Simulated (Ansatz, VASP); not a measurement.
## HgTe in VASP and in Ansatz

```
Hg Te
1.0
     0.00000    2.86186    2.86186
     2.86186    0.00000    2.86186
     2.86186    2.86186    0.00000
Hg Te
1 1
Cartesian
  0.0000 0.0000 0.0000
  2.8619 2.8619 2.8619
```

Change from the starting cell: volume scaled by 0.94.

Alike in both runs: task single point; functional LDA; k mesh 10 × 10 × 10; occupations fermi-dirac, width 0.08 eV; no spin polarisation.

|  | VASP | Ansatz |
| --- | --- | --- |
| version | VASP 6.6.1 | Ansatz 0.2.0 |
| potentials or method | VASP PAW LDA potentials, release 64 (Hg, Te), cutoff 500 eV | all-electron LAPW, scalar-relativistic |

Ansatz gave:

| Property | Result |
| --- | --- |
| pressure (GPa) | 10.1 |

Estimate VASP's values.

pressure (GPa): 10.8.

LDA's correlation is that of Perdew and Zunger in VASP and of Perdew and Wang (1992) in Ansatz. Ansatz ran all-electron here, and VASP with PAW potentials.

Spin-orbit coupling is off throughout.
